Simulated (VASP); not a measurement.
Wanted: the native input for a VASP 6.6.1 run.

- Task: single point
- Functional: PBE
- Potentials or basis: VASP PAW PBE potentials, release 64 (Ge_d, Mg)
- Cutoff: 520 eV
- k mesh: 2 × 2 × 2
- Occupations: fermi-dirac, width 0.05 eV
- Spin: no spin polarisation
- Dipole correction: no
- Further INCAR settings: LREAL = Auto; ALGO = Normal; EDIFF = 1e-07; NBANDS = 88

The structure of Mg15Ge8 (a cell with a defect) lies in POSCAR:

```
Mg15Ge8
1.0
    0.0000000000      6.3885880000      6.3885880000
    6.3885880000      0.0000000000      6.3885880000
    6.3885880000      6.3885880000      0.0000000000
Ge Mg
8 15
Direct
    0.0019136466      0.0022911949     -0.0055527919
    0.0021717632      0.0017987543      0.5015814919
    0.0020019291      0.4993866407     -0.0007694188
    0.0017078109      0.4950975865      0.5015094885
    0.5005032411      0.0010850598     -0.0002347937
    0.4943673782      0.0026271063      0.5018234859
    0.4996071119      0.5009319743     -0.0008724933
    0.5002815176      0.4999759728      0.5006454478
    0.1166872868      0.1165554893      0.1332922079
    0.3739586118      0.3744775058      0.3756387953
    0.1250554896      0.1253640084      0.6249878690
    0.3758831372      0.3752197669      0.8748127912
    0.1167029397      0.6342775587      0.1335345150
    0.3739402197      0.8767295684      0.3760178305
    0.3742842706      0.8772027559      0.8734496574
    0.6338733222      0.1167369848      0.1337067753
    0.8767748836      0.3741206195      0.3757194078
    0.6340439390      0.1163214000      0.6165205050
    0.8762023001      0.3743754488      0.8734966944
    0.6256271339      0.6252253237      0.1245871545
    1.1162742847      0.6340547395      0.6163744633
    0.6339592567      0.6345078913      0.6158197242
    0.8768971328      0.8761138612      0.8735485056
```

These files were run (other wordings do the same):

INCAR

```
  PREC = Accurate
  ENCUT = 520
  EDIFF = 1E-7
  ISMEAR = -1
  SIGMA = 0.05
  LREAL = Auto
  LASPH = True
  NELM = 80
  ALGO = Normal
  ISIF = 2
  LWAVE = False
  LCHARG = True
  GGA = PE
  LELF = True
  LVHAR = True
  NBANDS = 88
```

KPOINTS

```
regular mesh
0
Gamma
  2 2 2
```

Potentials or basis: VASP PAW PBE potentials, release 64 (Ge_d, Mg).

Run with:

```console
$ cat potpaw_PBE.64/Ge_d/POTCAR potpaw_PBE.64/Mg/POTCAR > POTCAR
$ mpirun -np 1 vasp_std > vasp.out
```

It gave:

```yaml
Pressure: 0.2 GPa
Largest_force: 0.023 eV/Å
Band_gap_on_the_k_mesh: zero (band 71 reaches 3.36 eV, above the bottom of band 72 at 2.75 eV)
```

Caveat: the k points lie up to 0.43 Å⁻¹ apart.

It took 10 min on 1 thread of Intel(R) Xeon(R) Platinum 8488C (Sapphire Rapids), with other jobs on the host, peak memory 0.79 GiB.
